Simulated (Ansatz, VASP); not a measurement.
**One calculation of K, two programs**

Contents of POSCAR:

```
K
1.0
   -2.6699463634      2.6699463634      2.6699463634
    2.6699463634     -2.6699463634      2.6699463634
    2.6699463634      2.6699463634     -2.6699463634
K
1
Direct
    0.0000000000      0.0000000000      0.0000000000
```

Contents of INCAR.step1:

```
PREC = Accurate
ENCUT = 520
ISMEAR = -1
SIGMA = 0.1
LREAL = F
LASPH = T
NELM = 60
NBANDS = 10
GGA = PE
ALGO = Normal
EDIFF = 1E-4
LWAVE = T
LCHARG = F
```

File INCAR.step2:

```
PREC = Accurate
ENCUT = 520
EDIFF = 1E-6
ISMEAR = -1
SIGMA = 0.1
LREAL = F
LASPH = T
NELM = 60
ALGO = Normal
ISIF = 2
LWAVE = F
LCHARG = F
METAGGA = R2SCAN
LMIXTAU = T
NBANDS = 10
ISTART = 1
```

The input KPOINTS:

```
Automatic mesh
0
Gamma
  8 8 8
```

Input for Ansatz:

```yaml
crystal:
  lattice:
    - [-2.6699463634, 2.6699463634, 2.6699463634]
    - [2.6699463634, -2.6699463634, 2.6699463634]
    - [2.6699463634, 2.6699463634, -2.6699463634]
  atoms:
    - { symbol: K, position: [0.0, 0.0, 0.0] }
hamiltonian:
  xc: r2scan
  pseudopotentials:
    kind: paw
    azcp:
      K: "pseudopotentials/K.paw.azcp"
basis:
  ecutwfc: 600
  fft_grid_basis: typed
kpoints:
  mp_grid: { grid: [8, 8, 8], shift: [0, 0, 0] }
magnetization:
  spin_polarized: false
scf:
  occupations: { method: fermi_dirac, width: 0.1 }
  lower_state_search: "off"
output:
  stress: true
```

Alike in both runs: task single point; functional r2SCAN; k mesh 8 × 8 × 8; occupations fermi-dirac, width 0.1 eV; no spin polarisation.

```csv
,VASP,Ansatz
version,VASP 6.6.1,Ansatz 0.2.0
potentials or method,"VASP PAW PBE potentials, release 64 (K_sv), cutoff 520 eV","plane waves (600 eV) with PAW, scalar-relativistic"
valence electrons in the cell,9,9
```

```csv
,VASP,Ansatz,Ansatz less VASP
pressure (GPa),0.0,0.0,+0.03
```

VASP's potentials were made for PBE, not for r2SCAN.
